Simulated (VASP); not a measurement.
The system is FeO (Wuestite).

```xyz
2
Lattice="0.0000 2.1554 2.1554 2.1554 0.0000 2.1554 2.1554 2.1554 0.0000" Properties=species:S:1:pos:R:3 pbc="T T T"
Fe    0.0000    0.0000    0.0000
O     2.1554    2.1554    2.1554
```

| Property | Result |
| --- | --- |
| Program | VASP 6.6.1 |
| Task | relaxation of cell and atoms |
| Functional | LDA |
| Potentials or basis | VASP PAW LDA potentials, release 64 (Fe, O) |
| Cutoff | 600 eV |
| k mesh | 8 × 8 × 8 |
| Occupations | fermi-dirac, width 0.05 eV |
| Spin | collinear spin, ferromagnetic start |
| Starting moments | [3.0, 0.0] μB |

At the start: pressure -15.7 GPa; volume 10.01 Å³/atom.

Where does the relaxation end?

Over 4 steps the energy falls by 47.5 meV/atom and the volume is 9.13 Å³/atom (-8.8 %); space group Fm-3m (No. 225, to 0.05 Å); moment 3.80 μB per cell.

The path:
| step | energy change (eV) | largest force (eV/Å) | pressure (GPa) | volume (Å³) |
| --- | --- | --- | --- | --- |
| 1 | 0.0000 | 0.0000 | -15.71 | 20.03 |
| 2 | -0.0680 | 0.0000 | 8.39 | 17.31 |
| 3 | -0.0950 | 0.0000 | 0.55 | 18.21 |
| 4 | -0.0951 | 0.0000 | -0.11 | 18.26 |

Final structure:
```yaml
crystal:
  lattice:
    - [0.00000, 2.09003, 2.09003]
    - [2.09003, 0.00000, 2.09003]
    - [2.09003, 2.09003, 0.00000]
  atoms:
    - { symbol: Fe, position: [0.00000, 0.00000, 0.00000] }
    - { symbol: O, position: [0.50000, 0.50000, 0.50000] }
```

Caveat: a cell with one magnetic atom can't hold antiferromagnetic order, which such compounds often take.
